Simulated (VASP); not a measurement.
# C in VASP: single point with PBE+D3(BJ)

Aim: the single point of C with PBE+D3(BJ).

Everything below comes from runs of VASP 6.6.1. Logs are shortened: lines on timing, memory, paths and dates and some standing lists are left out, and cuts for length are marked.

## (1) The cell of the first run

The cell holds a slab with vacuum, 4 atoms: a = 2.466 Å, b = 2.466 Å, c = 17.500 Å, α = 90.00°, β = 90.00°, γ = 120.00°.

## (2) Single point, PBE+D3(BJ)

The input, INCAR:

```
SYSTEM = C
  ALGO = Normal
  DIPOL = 0.5 0.5 0.360
  EDIFF = 1E-6
  ENCUT = 520
  GGA = PE
  IDIPOL = 3
  ISIF = 2
  ISMEAR = 0
  IVDW = 12
  LASPH = .True.
  LCHARG = .True.
  LDIPOL = .True.
  LELF = .True.
  LREAL = .False.
  LVACPOTAV = .True.
  LVHAR = .True.
  LWAVE = .False.
  NBANDS = 16
  NELM = 80
  PREC = Accurate
  SIGMA = 0.1
```

The input, KPOINTS:

```
k-points
0
Gamma
  15 15 1
  0 0 0
```

The input, POSCAR:

```
C
1.0
    2.4656524409      0.0000000000      0.0000000000
   -1.2328262205      2.1353176508      0.0000000000
    0.0000000000      0.0000000000     17.5000663883
C
4
Direct
    0.6666666667      0.3333333333      0.2571437784
    0.3333333333      0.6666666667      0.2571418816
    1.3333333333      0.6666666667      0.4634306070
    1.6666666667      0.3333333333      0.4634287102
```

Potentials or basis: VASP PAW PBE potentials, release 64 (C).

Launch:

```
$ cat potpaw_PBE.64/C/POTCAR > POTCAR
$ mpirun -np 1 vasp_std > vasp.out
```

OUTCAR:

```text
SYSTEM = C
   EDIFF = 1E-6
   ENCUT = 520
   GGA = PE
   ISIF = 2
   ISMEAR = 0
   IVDW = 12
   LASPH = .True.
   LREAL = .False.
   NELM = 80
   PREC = Accurate
 IVDW          = 12

 ion  position               nearest neighbor table
   1  0.667  0.333  0.257-   2 1.42   2 1.42   2 1.42
   2  0.333  0.667  0.257-   1 1.42   1 1.42   1 1.42
   3  0.333  0.667  0.463-   4 1.42   4 1.42   4 1.42
   4  0.667  0.333  0.463-   3 1.42   3 1.42   3 1.42

  LATTYP: Found a hexagonal cell.
 ALAT       =     2.4656524409
 C/A-ratio  =     7.0975398227

  Lattice vectors:

 A1 = (   2.4656524409,   0.0000000000,   0.0000000000)
 A2 = (  -1.2328262205,   2.1353176508,   0.0000000000)
 A3 = (   0.0000000000,   0.0000000000,  17.5000663883)

Analysis of symmetry for initial positions (statically):
=====================================================================
 Subroutine PRICEL returns:
 Original cell was already a primitive cell.

 Routine SETGRP: Setting up the symmetry group for a
 hexagonal supercell.

 Subroutine GETGRP returns: Found 24 space group operations
 (whereof 12 operations were pure point group operations)
 out of a pool of 24 trial point group operations.

The static configuration has the point symmetry C_6v.
 The point group associated with its full space group is D_6h.

Analysis of symmetry for dynamics (positions and initial velocities):
=====================================================================
 Subroutine PRICEL returns:
 Original cell was already a primitive cell.

 Routine SETGRP: Setting up the symmetry group for a
 hexagonal supercell.

 Subroutine GETGRP returns: Found 24 space group operations
 (whereof 12 operations were pure point group operations)
 out of a pool of 24 trial point group operations.

The dynamic configuration has the point symmetry C_6v.
 The point group associated with its full space group is D_6h.

 Subroutine INISYM returns: Found 24 space group operations
 (whereof 12 operations are pure point group operations),
 and found     1 'primitive' translations

----------------------------------------------------------------------------------------

                                     Primitive cell

  volume of cell :      92.1370

  direct lattice vectors                    reciprocal lattice vectors
     2.465652441  0.000000000  0.000000000     0.405572166  0.234157199  0.000000000
    -1.232826221  2.135317651  0.000000000     0.000000000  0.468314398  0.000000000
     0.000000000  0.000000000 17.500066388     0.000000000  0.000000000  0.057142640

  length of vectors
[... 96 lines left out ...]
   PSTRESS=    0.0 pullay stress
   NELECT =      16.0000    total number of electrons
   NUPDOWN=      -1.0000    fix difference up-down
   EMIN   =  10.00;   EMAX   =-10.00  energy-range for DOS
   EFERMI =   0.00;   METHOD = LEGACY
   ISMEAR =     0;   SIGMA  =   0.10  broadening in eV -4-tet -1-fermi 0-gaus
   EFERMI_NEDOS =   21; number of points for ismear=-14 and -15
   IALGO  =     38    algorithm
   IMIX   =      4    mixing-type and parameters
     AMIX     =   0.40;   BMIX     =  1.00
     AMIX_MAG =   1.60;   BMIX_MAG =  1.00
  volume/ion in A,a.u.               =      23.03       155.44
  Fermi-wavevector in a.u.,A,eV,Ry     =   0.913349  1.725980 11.350070  0.834207
  Thomas-Fermi vector in A             =   2.037850
   LORBIT       =      0    0 simple, 1 ext, 2 COOP (PROOUT), +10 PAW based schemes
   GGA     = PE    functional components
   LHFCALC =     F    Hartree Fock is set to
   AEXX    =    0.0000 exact exchange contribution
   IVDW    =    12    specifies the selected vdW correction
   LEPSILON=     F    determine dielectric tensor
   LRPA    =     F    only Hartree local field effects (RPA)
 non-spin polarized calculation
 Gauss-broadening in eV      SIGMA  =   0.10
  energy-cutoff  :      520.00
  volume of cell :       92.14
 maximum number of plane-waves:      2516
   NGX =  9   NGY =  9   NGZ = 65

 dipolmoment           0.000000      0.000000      0.000180 electrons x Angstroem

 number of electron      15.9999997 magnetization

 dipolmoment           0.000000      0.000000     -0.000131 electrons x Angstroem

 Free energy of the ion-electron system (eV)
  ---------------------------------------------------
  ext. energy  EPLUGINS =         0.00000000
  ---------------------------------------------------
  free energy    TOTEN  =       -36.88288889 eV

  energy without entropy =      -36.88286932  energy(sigma->0) =      -36.88287911

 E-fermi :  -0.8212     XC(G=0):  -4.4763

 val. band max:       -1.0363350668   @ k =   0.3333   0.3333   0.0000
 cond. band min:      -0.6060206181   @ k =   0.3333   0.3333   0.0000
 fundamental gap:      0.4303144487
 Fermi energy:        -0.8211787153

 k-point     1 :       0.0000    0.0000    0.0000
  band No.  band energies     occupation
      1     -20.3852      2.00000
      2     -20.3015      2.00000
      3      -8.7689      2.00000
      4      -8.1024      2.00000
      5      -3.8651      2.00000
      6      -3.8651      2.00000
[... 433 lines left out ...]
      3     -13.5269      2.00000
      4     -13.4792      2.00000
      5      -9.6779      2.00000
      6      -9.6491      2.00000
[... 8 lines left out ...]
     15      10.9418      0.00000
     16      11.2433      0.00000

 [... further k-points ...]

------------------------ aborting loop because EDIFF is reached ----------------------------------------

 Edisp (eV)   -0.45599

 E8    (eV) :    -0.1354

  FORCE on cell =-STRESS in cart. coord.  units (eV):
  Direction    XX          YY          ZZ          XY          YZ          ZX
  --------------------------------------------------------------------------------------
  -------------------------------------------------------------------------------------
  Total       0.11551     0.11551    -0.06150    -0.00000     0.00000    -0.00000
  in kB       2.00860     2.00860    -1.06940    -0.00000     0.00000    -0.00000
  external pressure =        0.98 kB  Pullay stress =        0.00 kB

 VOLUME and BASIS-vectors are now :
 -----------------------------------------------------------------------------
  energy-cutoff  :      520.00
  volume of cell :       92.14
      direct lattice vectors                 reciprocal lattice vectors
     2.465652441  0.000000000  0.000000000     0.405572166  0.234157199  0.000000000
    -1.232826221  2.135317651  0.000000000     0.000000000  0.468314398  0.000000000
     0.000000000  0.000000000 17.500066388     0.000000000  0.000000000  0.057142640

 POSITION                                       TOTAL-FORCE (eV/Angst)
 -----------------------------------------------------------------------------------
      1.23283      0.71177      4.50003         0.000000      0.000000      0.004955
     -0.00000      1.42355      4.50000        -0.000000     -0.000000      0.004955
     -0.00000      1.42355      8.11007        -0.000000      0.000000     -0.004955
      1.23283      0.71177      8.11003         0.000000     -0.000000     -0.004955
 -----------------------------------------------------------------------------------
    total drift:                               -0.000000     -0.000000     -0.029675

  FREE ENERGIE OF THE ION-ELECTRON SYSTEM (eV)
  ---------------------------------------------------
  free  energy   TOTEN  =       -37.3388809627 eV

  energy  without entropy=      -37.3388613941  energy(sigma->0) =      -37.33887118

 vacuum level on the upper side and lower side of the slab         3.437         3.442
```

OSZICAR:

```text
N       E                     dE             d eps       ncg     rms          rms(c)
DAV:   1     0.822313299126E+02    0.82231E+02   -0.66619E+03   872   0.811E+02
DAV:   2    -0.316192015501E+02   -0.11385E+03   -0.10217E+03  1208   0.190E+02
DAV:   3    -0.392382162031E+02   -0.76190E+01   -0.75517E+01  1136   0.515E+01
[... 11 lines left out ...]
DAV:  15    -0.368828474057E+02   -0.24261E-03   -0.23691E-05   952   0.198E-02    0.644E-03
DAV:  16    -0.368828693153E+02   -0.21910E-04   -0.73847E-07   832   0.613E-03    0.191E-03
DAV:  17    -0.368828869569E+02   -0.17642E-04   -0.14222E-06   912   0.528E-03    0.989E-04
DAV:  18    -0.368828884984E+02   -0.15415E-05   -0.57732E-08   760   0.144E-03    0.533E-04
DAV:  19    -0.368828888928E+02   -0.39447E-06   -0.15943E-08   752   0.766E-04
   1 F= -.37338881E+02 E0= -.37338871E+02  d E =-.195686E-04
```

stdout:

```text
POSCAR found type information on POSCAR C
 POSCAR found :  1 types and       4 ions
 scaLAPACK will be used
 LDA part: xc-table for (Slater+PW92), standard interpolation
 POSCAR, INCAR and KPOINTS ok, starting setup
 FFT: planning ... GRIDC
 FFT: planning ... GRID_SOFT
 FFT: planning ... GRID
 WAVECAR not read
 entering main loop
 -----------------------------------------------------------------------------
|                                                                             |
|           W    W    AA    RRRRR   N    N  II  N    N   GGGG   !!!           |
|           W    W   A  A   R    R  NN   N  II  NN   N  G    G  !!!           |
|           W    W  A    A  R    R  N N  N  II  N N  N  G       !!!           |
|           W WW W  AAAAAA  RRRRR   N  N N  II  N  N N  G  GGG   !            |
|           WW  WW  A    A  R   R   N   NN  II  N   NN  G    G                |
|           W    W  A    A  R    R  N    N  II  N    N   GGGG   !!!           |
|                                                                             |
|     Did not find any points to average over, which means that no vacuum     |
|     field-free region was found. Please increase the size of  your cell     |
|     in the dimension of the dipole correction to obtain accurate            |
|     workfunction values.                                                    |
|                                                                             |
 -----------------------------------------------------------------------------
```

It took 47 s on 1 thread of Intel Xeon Platinum 8259CL at 2.50GHz (Skylake/Cascade Lake), shared host; peak memory 0.2 GiB.

Results:

```
Free energy                : -37.3389 eV
Largest force              : 0.005 eV/Å
Band gap on the k mesh     : 0.43 eV, direct
Dispersion energy per atom : -0.114 eV
```

Forces on the atoms (eV/Å):
```
C    0.000  0.000  0.005
C    0.000  0.000  0.005
C    0.000  0.000 -0.005
C    0.000  0.000 -0.005
```
